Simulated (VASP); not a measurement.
# Cr3CdC (Pm-3m) in VASP: single point with PBE

Aim: the single point of Cr3CdC with PBE.

Program: VASP 6.6.1. These are calculated values, not measurements. Logs are shortened: lines on timing, memory, paths and dates and some standing lists are left out, and cuts for length are marked.

## (1) The cell of the first run

The structure is cubic, space group Pm-3m (No. 221). Conventional cell: a = 4.012 Å, b = 4.012 Å, c = 4.012 Å, α = 90.00°, β = 90.00°, γ = 90.00°. Within 2.7 Å of Cr (site symmetry 4/mmm) lie 2 C at 2.01 Å. Cd (site symmetry m-3m) has 12 Cr at 2.84 Å and 8 C at 3.47 Å within 3.7 Å. Within 2.7 Å of C (site symmetry m-3m) lie 6 Cr at 2.01 Å.

## (2) Single point, PBE, collinear spin

INCAR reads:

```
SYSTEM = Cr3CdC
PREC = Accurate
ENCUT = 520
EDIFF = 1E-6
ISMEAR = 0
SIGMA = 0.1
LREAL = .FALSE.
LASPH = .TRUE.
NELM = 150
ALGO = Normal
ISIF = 2
LWAVE = .FALSE.
LCHARG = .FALSE.
ISPIN = 2
MAGMOM = 1.65 1.65 1.65 0 -0.12
LORBIT = 11
LMAXMIX = 4
GGA = PE
NBANDS = 38
```

KPOINTS reads:

```
regular mesh
0
G
  10 10 10
  0 0 0
```

POSCAR reads:

```
Cr3CdC
1.0
    4.0117237966      0.0000000000      0.0000000000
    0.0000000000      4.0117237966      0.0000000000
    0.0000000000      0.0000000000      4.0117237966
Cr Cd C
3 1 1
Direct
    0.0000000000      0.5000000000      0.5000000000
    0.5000000000      0.0000000000      0.5000000000
    0.5000000000      0.5000000000      0.0000000000
    0.0000000000      0.0000000000      0.0000000000
    0.5000000000      0.5000000000      0.5000000000
```

Potentials or basis: VASP PAW PBE potentials, release 64 (Cr_pv, Cd, C).

The run is started by

```
$ cat potpaw_PBE.64/Cr_pv/POTCAR potpaw_PBE.64/Cd/POTCAR potpaw_PBE.64/C/POTCAR > POTCAR
$ mpirun -np 1 vasp_std > vasp.out
```

OUTCAR:

```text
SYSTEM = Cr3CdC
   PREC = Accurate
   ENCUT = 520
   EDIFF = 1E-6
   ISMEAR = 0
   LREAL = .FALSE.
   LASPH = .TRUE.
   NELM = 150
   ISIF = 2
   ISPIN = 2
   LORBIT = 11
   GGA = PE

 ion  position               nearest neighbor table
   1  0.000  0.500  0.500-   5 2.01   5 2.01   4 2.84   2 2.84   3 2.84   4 2.84   2 2.84   4 2.84
                             4 2.84   2 2.84   3 2.84   3 2.84   3 2.84   2 2.84
   2  0.500  0.000  0.500-   5 2.01   5 2.01   4 2.84   1 2.84   3 2.84   4 2.84   1 2.84   3 2.84
                             3 2.84   3 2.84   1 2.84   4 2.84   4 2.84   1 2.84
   3  0.500  0.500  0.000-   5 2.01   5 2.01   4 2.84   1 2.84   1 2.84   2 2.84   2 2.84   2 2.84
                             4 2.84   2 2.84   1 2.84   4 2.84   1 2.84   4 2.84
   4  0.000  0.000  0.000-   1 2.84   2 2.84   3 2.84   1 2.84   2 2.84   1 2.84   3 2.84   1 2.84
                             2 2.84   3 2.84   2 2.84   3 2.84
   5  0.500  0.500  0.500-   1 2.01   2 2.01   3 2.01   3 2.01   2 2.01   1 2.01

  LATTYP: Found a simple cubic cell.
 ALAT       =     4.0117237966

  Lattice vectors:

 A1 = (   4.0117237966,   0.0000000000,   0.0000000000)
 A2 = (   0.0000000000,   4.0117237966,   0.0000000000)
 A3 = (   0.0000000000,   0.0000000000,   4.0117237966)

Analysis of symmetry for initial positions (statically):
=====================================================================
 Subroutine PRICEL returns:
 Original cell was already a primitive cell.

 Routine SETGRP: Setting up the symmetry group for a
 simple cubic supercell.

 Subroutine GETGRP returns: Found 48 space group operations
 (whereof 48 operations were pure point group operations)
 out of a pool of 48 trial point group operations.

The static configuration has the point symmetry O_h .

Analysis of symmetry for dynamics (positions and initial velocities):
=====================================================================
 Subroutine PRICEL returns:
 Original cell was already a primitive cell.

 Routine SETGRP: Setting up the symmetry group for a
 simple cubic supercell.

 Subroutine GETGRP returns: Found 48 space group operations
 (whereof 48 operations were pure point group operations)
 out of a pool of 48 trial point group operations.

The dynamic configuration has the point symmetry O_h .

Analysis of structural, dynamic, and magnetic symmetry:
=====================================================================
 Subroutine PRICEL returns:
 Original cell was already a primitive cell.

 Routine SETGRP: Setting up the symmetry group for a
 simple cubic supercell.

 Subroutine GETGRP returns: Found 48 space group operations
[... 143 lines left out ...]
  volume of cell :       64.56
 maximum number of plane-waves:      1771
 NGX is ok and might be reduce to    30
   NGX = 15   NGY = 15   NGZ = 15

 number of electron      52.0000009 magnetization       6.1899160

 Free energy of the ion-electron system (eV)
  ---------------------------------------------------
  ext. energy  EPLUGINS =         0.00000000
  ---------------------------------------------------
  free energy    TOTEN  =       -37.11286297 eV

  energy without entropy =      -37.08398050  energy(sigma->0) =      -37.09842174

 E-fermi :   7.3432     XC(G=0): -12.5285

 val. band max:        7.3351839248   @ k =   0.5000   0.2000   0.0000
 cond. band min:       7.3472402363   @ k =   0.2000   0.2000   0.1000
 fundamental gap:      0.0120563114
 Fermi energy:         7.3432047923

 spin component 1

 k-point     1 :       0.0000    0.0000    0.0000
  band No.  band energies     occupation
      1     -36.5181      1.00000
      2     -36.5181      1.00000
      3     -36.5181      1.00000
      4     -36.3920      1.00000
      5     -36.3920      1.00000
      6     -36.3920      1.00000
[... 973 lines left out ...]
     37      13.1608      0.00000
     38      13.6903      0.00000

 [... further k-points ...]

 spin component 2

 k-point     1 :       0.0000    0.0000    0.0000
  band No.  band energies     occupation
      1     -34.6558      1.00000
      2     -34.6558      1.00000
      3     -34.6558      1.00000
      4     -34.1708      1.00000
      5     -34.1708      1.00000
      6     -34.1708      1.00000
[... 973 lines left out ...]
     37      13.9983      0.00000
     38      16.5403      0.00000

 [... further k-points ...]

------------------------ aborting loop because EDIFF is reached ----------------------------------------

  FORCE on cell =-STRESS in cart. coord.  units (eV):
  Direction    XX          YY          ZZ          XY          YZ          ZX
  --------------------------------------------------------------------------------------
  -------------------------------------------------------------------------------------
  Total        0.2846078      0.2846078      0.2846078     -0.0000000     -0.0000000      0.0000000
  in kB        7.0625954      7.0625954      7.0625954     -0.0000000     -0.0000000      0.0000000
  external PRESSURE =       7.0625954 kB  Pullay stress =       0.0000000 kB

 VOLUME and BASIS-vectors are now :
 -----------------------------------------------------------------------------
  energy-cutoff  :      520.00
  volume of cell :       64.56
      direct lattice vectors                 reciprocal lattice vectors
     4.011723797  0.000000000  0.000000000     0.249269404  0.000000000  0.000000000
     0.000000000  4.011723797  0.000000000     0.000000000  0.249269404  0.000000000
     0.000000000  0.000000000  4.011723797     0.000000000  0.000000000  0.249269404

 POSITION                                       TOTAL-FORCE (eV/Angst)
 -----------------------------------------------------------------------------------
      0.00000      2.00586      2.00586         0.000000      0.000000      0.000000
      2.00586      0.00000      2.00586         0.000000      0.000000      0.000000
      2.00586      2.00586      0.00000         0.000000      0.000000      0.000000
      0.00000      0.00000      0.00000         0.000000      0.000000      0.000000
      2.00586      2.00586      2.00586         0.000000      0.000000      0.000000
 -----------------------------------------------------------------------------------
    total drift:                                0.000000      0.000000     -0.000000

  FREE ENERGIE OF THE ION-ELECTRON SYSTEM (eV)
  ---------------------------------------------------
  free  energy   TOTEN  =       -37.1128629706 eV

  energy  without entropy=      -37.0839805032  energy(sigma->0) =      -37.09842174

 total charge

# of ion       s       p       d       tot
------------------------------------------
    1        0.311   6.326   4.176  10.813
    2        0.311   6.326   4.176  10.813
    3        0.311   6.326   4.176  10.813
    4        0.550   0.497   9.443  10.489
    5        0.894   1.556   0.000   2.450
--------------------------------------------------
tot          2.377  21.031  21.972  45.380

 magnetization (x)

# of ion       s       p       d       tot
------------------------------------------
    1        0.009   0.013   2.014   2.037
    2        0.009   0.013   2.014   2.037
    3        0.009   0.013   2.014   2.037
    4       -0.040  -0.057   0.060  -0.037
    5       -0.019  -0.112   0.000  -0.131
--------------------------------------------------
tot         -0.031  -0.130   6.103   5.943
```

Wall time 6.3 min (1 thread of Intel Xeon Platinum 8488C (Sapphire Rapids), shared host); peak memory 0.33 GiB.

Results:

* Free energy: -37.1129 eV
* Pressure: 0.7 GPa
* Net moment: 6.19 μB per cell
* Site moments: Cr +2.04; Cd -0.04; C -0.13 μB
* Valence electrons inside the program's atomic spheres: Cr 10.81; Cd 10.49; C 2.45
